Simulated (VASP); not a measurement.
# PtSe2 (P-3m1) in VASP: notebook

PtSe2 is run at these levels: PBEsol; tasks: single point.

Everything below comes from runs of VASP 6.6.1. Logs are shortened: lines on timing, memory, paths and dates and some standing lists are left out, and cuts for length are marked.

**1. The cell of the first run**

Symmetry: P-3m1, No. 164, trigonal system. Conventional cell: a = 3.571 Å, b = 3.571 Å, c = 5.174 Å, α = 90.00°, β = 90.00°, γ = 120.00°. Within 3.3 Å of Pt (site symmetry -3m) lie 6 Se at 2.46 Å. Se (site symmetry 3m) has 3 Pt at 2.46 Å and 3 Se at 3.22 Å within 3.3 Å.

**2. Single point, PBEsol**

INCAR

```
PREC = Accurate ; ENCUT = 520
EDIFF = 1E-6 ; ISMEAR = 0
SIGMA = 0.1 ; LREAL = F
LASPH = T ; NELM = 80
ALGO = Normal ; ISIF = 2
LWAVE = F ; LCHARG = F
GGA = PS ; NBANDS = 18
```

KPOINTS

```
Automatic mesh
0
Gamma
  12 12 7
```

POSCAR

```
PtSe2
1.0
    3.5713266578      0.0000000000      0.0000000000
   -1.7856633289      3.0928596108      0.0000000000
    0.0000000000      0.0000000000      5.1736636960
Pt Se
1 2
Direct
    0.0000000000      0.0000000000      0.0000000000
    0.3333333333      0.6666666667      0.2607783459
    0.6666666667      0.3333333333      0.7392216541
```

Potentials or basis: VASP PAW PBE potentials, release 64 (Pt, Se).

Run with:

```console
$ cat potpaw_PBE.64/Pt/POTCAR potpaw_PBE.64/Se/POTCAR > POTCAR
$ mpirun -np 1 vasp_std > vasp.out
```

OUTCAR:

```text
PREC = Accurate
   ENCUT = 520
   EDIFF = 1E-6
   ISMEAR = 0
   LREAL = F
   LASPH = T
   NELM = 80
   ISIF = 2
   GGA = PS

 ion  position               nearest neighbor table
   1  0.000  0.000  0.000-   2 2.46   3 2.46   2 2.46   3 2.46   3 2.46   2 2.46
   2  0.333  0.667  0.261-   1 2.46   1 2.46   1 2.46
   3  0.667  0.333  0.739-   1 2.46   1 2.46   1 2.46

  LATTYP: Found a hexagonal cell.
 ALAT       =     3.5713266578
 C/A-ratio  =     1.4486671738

  Lattice vectors:

 A1 = (   3.5713266578,   0.0000000000,   0.0000000000)
 A2 = (  -1.7856633289,   3.0928596108,   0.0000000000)
 A3 = (   0.0000000000,   0.0000000000,   5.1736636960)

Analysis of symmetry for initial positions (statically):
=====================================================================
 Subroutine PRICEL returns:
 Original cell was already a primitive cell.

 Routine SETGRP: Setting up the symmetry group for a
 hexagonal supercell.

 Subroutine GETGRP returns: Found 12 space group operations
 (whereof 12 operations were pure point group operations)
 out of a pool of 24 trial point group operations.

The static configuration has the point symmetry D_3d.

Analysis of symmetry for dynamics (positions and initial velocities):
=====================================================================
 Subroutine PRICEL returns:
 Original cell was already a primitive cell.

 Routine SETGRP: Setting up the symmetry group for a
 hexagonal supercell.

 Subroutine GETGRP returns: Found 12 space group operations
 (whereof 12 operations were pure point group operations)
 out of a pool of 24 trial point group operations.

The dynamic configuration has the point symmetry D_3d.

 Subroutine INISYM returns: Found 12 space group operations
 (whereof 12 operations are pure point group operations),
 and found     1 'primitive' translations

----------------------------------------------------------------------------------------

                                     Primitive cell

  volume of cell :      57.1463

  direct lattice vectors                    reciprocal lattice vectors
     3.571326658  0.000000000  0.000000000     0.280007990  0.161662689  0.000000000
    -1.785663329  3.092859611  0.000000000     0.000000000  0.323325377  0.000000000
     0.000000000  0.000000000  5.173663696     0.000000000  0.000000000  0.193286626

  length of vectors
     3.571326658  3.571326658  5.173663696     0.323325377  0.323325377  0.193286626

  position of ions in fractional coordinates (direct lattice)
     0.000000000  0.000000000  0.000000000
     0.333333333  0.666666667  0.260778346
     0.666666667  0.333333333  0.739221654

  ion indices of the primitive-cell ions
   primitive index   ion index
                 1           1
                 2           2
                 3           3

----------------------------------------------------------------------------------------

 KPOINTS: Automatic mesh

Automatic generation of k-mesh.
 Grid dimensions read from file:
 generate k-points for:   12   12    7

 Generating k-lattice:

  Cartesian coordinates                     Fractional coordinates (reciprocal lattice)
     0.023333999  0.013471891  0.000000000     0.083333333  0.000000000  0.000000000
     0.000000000  0.026943781  0.000000000     0.000000000  0.083333333  0.000000000
     0.000000000  0.000000000  0.027612375     0.000000000  0.000000000  0.142857143

  Length of vectors
     0.026943781  0.026943781  0.027612375

  Shift w.r.t. Gamma in fractional coordinates (k-lattice)
     0.000000000  0.000000000  0.000000000

 Subroutine IBZKPT returns following result:
 ===========================================

 Found    112 irreducible k-points:

 Following reciprocal coordinates:
            Coordinates               Weight
  0.000000  0.000000  0.000000      1.000000
  0.083333  0.000000  0.000000      6.000000
  0.166667  0.000000  0.000000      6.000000
  0.250000  0.000000  0.000000      6.000000
  0.333333  0.000000  0.000000      6.000000
  0.416667  0.000000  0.000000      6.000000
[... 16 lines left out ...]
  0.166667  0.000000  0.142857      6.000000
  0.000000  0.166667  0.142857      6.000000
 [... further k-points ...]
   k-points           NKPTS =    112   k-points in BZ     NKDIM =    112   number of bands    NBANDS=     18
   number of dos      NEDOS =    301   number of ions     NIONS =      3
   total plane-waves  NPLWV =  31360
   dimension x,y,z NGX =    28 NGY =   28 NGZ =   40
   dimension x,y,z NGXF=    56 NGYF=   56 NGZF=   80
   ions per type =               1   2
   NGX,Y,Z   is equivalent  to a cutoff of  13.03, 13.03, 12.85 a.u.
   NGXF,Y,Z  is equivalent  to a cutoff of  26.07, 26.07, 25.71 a.u.
 SYSTEM =  unknown system
   PREC   = accura    normal or accurate (medium, high low for compatibility)
   ISTART =      0    job   : 0-new  1-cont  2-samecut
   ICHARG =      2    charge: 1-file 2-atom 10-const
   ISPIN  =      1    spin polarized calculation?
   LNONCOLLINEAR =      F non collinear calculations
   LSORBIT =      F    spin-orbit coupling
   LASPH  =      T    aspherical Exc in radial PAW
   ENCUT  =  520.0 eV  38.22 Ry    6.18 a.u.   6.64  6.64  9.62*2*pi/ulx,y,z
   NELM   =     80;   NELMIN=  2; NELMDL= -5     # of ELM steps
   EDIFF  = 0.1E-05   stopping-criterion for ELM
   LREAL  =      F    real-space projection
   EDIFFG = 0.1E-04   stopping-criterion for IOM
   NSW    =      0    number of steps for IOM
   IBRION =     -1    ionic relax: 0-MD 1-quasi-New 2-CG
   NFREE  =      0    steps in history (QN), initial steepest desc. (CG)
   ISIF   =      2    stress and relaxation
   ISYM   =      2    0-nonsym 1-usesym 2-fastsym
   POTIM  = 0.5000    time-step for ionic-motion
   TEBEG  =    0.0;   TEEND  =   0.0 temperature during run
   PSTRESS=    0.0 pullay stress
   NELECT =      22.0000    total number of electrons
   NUPDOWN=      -1.0000    fix difference up-down
   EMIN   =  10.00;   EMAX   =-10.00  energy-range for DOS
   EFERMI =   0.00;   METHOD = LEGACY
   ISMEAR =     0;   SIGMA  =   0.10  broadening in eV -4-tet -1-fermi 0-gaus
   EFERMI_NEDOS =   21; number of points for ismear=-14 and -15
   IALGO  =     38    algorithm
   IMIX   =      4    mixing-type and parameters
     AMIX     =   0.40;   BMIX     =  1.00
     AMIX_MAG =   1.60;   BMIX_MAG =  1.00
  volume/ion in A,a.u.               =      19.05       128.55
  Fermi-wavevector in a.u.,A,eV,Ry     =   1.190930  2.250532 19.297352  1.418315
  Thomas-Fermi vector in A             =   2.327004
   LORBIT       =      0    0 simple, 1 ext, 2 COOP (PROOUT), +10 PAW based schemes
   GGA     = PS    functional components
   LHFCALC =     F    Hartree Fock is set to
   AEXX    =    0.0000 exact exchange contribution
   IVDW    =     0    specifies the selected vdW correction
   LEPSILON=     F    determine dielectric tensor
   LRPA    =     F    only Hartree local field effects (RPA)
 non-spin polarized calculation
 Gauss-broadening in eV      SIGMA  =   0.10
  energy-cutoff  :      520.00
  volume of cell :       57.15
 maximum number of plane-waves:      1565
 NGX is ok and might be reduce to    28
   NGX = 13   NGY = 13   NGZ = 19

 number of electron      21.9999997 magnetization

 Free energy of the ion-electron system (eV)
  ---------------------------------------------------
  ext. energy  EPLUGINS =         0.00000000
  ---------------------------------------------------
  free energy    TOTEN  =       -15.70199391 eV

  energy without entropy =      -15.69775580  energy(sigma->0) =      -15.69987485

 E-fermi :   7.1847     XC(G=0): -11.1329

 val. band max:        7.1154008271   @ k =   0.3333   0.3333   0.0000
 cond. band min:       7.1910884026   @ k =   0.0000   0.2500   0.2857
 fundamental gap:      0.0756875755
 Fermi energy:         7.1846928899

 k-point     1 :       0.0000    0.0000    0.0000
  band No.  band energies     occupation
      1      -8.9045      2.00000
      2      -6.0489      2.00000
      3      -0.6798      2.00000
      4       0.6623      2.00000
      5       0.6623      2.00000
      6       2.9808      2.00000
[... 10 lines left out ...]
     17      14.7921      0.00000
     18      19.4940      0.00000

 k-point     2 :       0.0833    0.0000    0.0000
  band No.  band energies     occupation
      1      -8.8154      2.00000
      2      -6.0710      2.00000
      3      -0.5718      2.00000
      4       0.6897      2.00000
      5       0.7124      2.00000
      6       2.8677      2.00000
[... 10 lines left out ...]
     17      15.0885      0.00000
     18      17.9596      0.00000

 k-point     3 :       0.1667    0.0000    0.0000
  band No.  band energies     occupation
      1      -8.5565      2.00000
      2      -6.1340      2.00000
      3      -0.2608      2.00000
      4       0.7823      2.00000
      5       0.8448      2.00000
      6       2.4431      2.00000
[... 10 lines left out ...]
     17      15.7854      0.00000
     18      16.1997      0.00000

 k-point     4 :       0.2500    0.0000    0.0000
  band No.  band energies     occupation
      1      -8.1557      2.00000
      2      -6.2302      2.00000
      3       0.1900      2.00000
      4       0.9401      2.00000
      5       1.0016      2.00000
      6       1.6709      2.00000
[... 375 lines left out ...]
      4       0.7048      2.00000
      5       0.7369      2.00000
      6       2.8414      2.00000
[... 10 lines left out ...]
     17      15.3442      0.00000
     18      16.9003      0.00000

 k-point    23 :       0.1667    0.0000    0.1429
  band No.  band energies     occupation
      1      -8.4727      2.00000
      2      -6.3171      2.00000
      3      -0.0591      2.00000
      4       0.7992      2.00000
      5       0.8812      2.00000
      6       2.5024      2.00000
[... 10 lines left out ...]
     17      15.2804      0.00000
     18      15.8431      0.00000

 k-point    24 :       0.0000    0.1667    0.1429
  band No.  band energies     occupation
      1      -8.4831      2.00000
      2      -6.2857      2.00000
      3      -0.1920      2.00000
      4       0.8161      2.00000
      5       0.9408      2.00000
      6       2.3282      2.00000
[... 10 lines left out ...]
     17      15.7631      0.00000
     18      16.3333      0.00000

 [... further k-points ...]

------------------------ aborting loop because EDIFF is reached ----------------------------------------

  FORCE on cell =-STRESS in cart. coord.  units (eV):
  Direction    XX          YY          ZZ          XY          YZ          ZX
  --------------------------------------------------------------------------------------
  -------------------------------------------------------------------------------------
  Total        4.6767866      4.6767866      1.3202120      0.0000000     -0.0000000      0.0000000
  in kB      131.1203678    131.1203678     37.0140222      0.0000000     -0.0000000      0.0000000
  external PRESSURE =      99.7515860 kB  Pullay stress =       0.0000000 kB

 VOLUME and BASIS-vectors are now :
 -----------------------------------------------------------------------------
  energy-cutoff  :      520.00
  volume of cell :       57.15
      direct lattice vectors                 reciprocal lattice vectors
     3.571326658  0.000000000  0.000000000     0.280007990  0.161662689  0.000000000
    -1.785663329  3.092859611  0.000000000     0.000000000  0.323325377  0.000000000
     0.000000000  0.000000000  5.173663696     0.000000000  0.000000000  0.193286626

 POSITION                                       TOTAL-FORCE (eV/Angst)
 -----------------------------------------------------------------------------------
      0.00000      0.00000      0.00000         0.000000      0.000000     -0.000000
     -0.00000      2.06191      1.34918         0.000000      0.000000      0.326732
      1.78566      1.03095      3.82448        -0.000000      0.000000     -0.326732
 -----------------------------------------------------------------------------------
    total drift:                                0.000000     -0.000000      0.000000

  FREE ENERGIE OF THE ION-ELECTRON SYSTEM (eV)
  ---------------------------------------------------
  free  energy   TOTEN  =       -15.7019939079 eV

  energy  without entropy=      -15.6977558014  energy(sigma->0) =      -15.69987485
```

Wall time 34 s (1 thread of Intel Xeon 6975P-C (Granite Rapids), shared host); peak memory 0.26 GiB.

Results:

* Free energy: -15.7020 eV
* Pressure: 10.0 GPa
* Largest force: 0.327 eV/Å
* Band gap on the k mesh: zero (band 11 reaches 7.61 eV, above the bottom of band 12 at 7.12 eV)

Forces in eV/Å, atoms in the order of the input:
```
Pt   0.000  0.000  0.000
Se   0.000  0.000  0.327
Se   0.000  0.000 -0.327
```

Stress tensor (GPa, compression positive):
```
13.11  0.00  0.00
 0.00 13.11  0.00
 0.00  0.00  3.70
```

Caveat: the PAW data sets were made with another functional, which shifts forces and pressure a little; spin-orbit coupling is left out, which moves the levels of the heavy elements.

(Continued in part 2 of 2.)
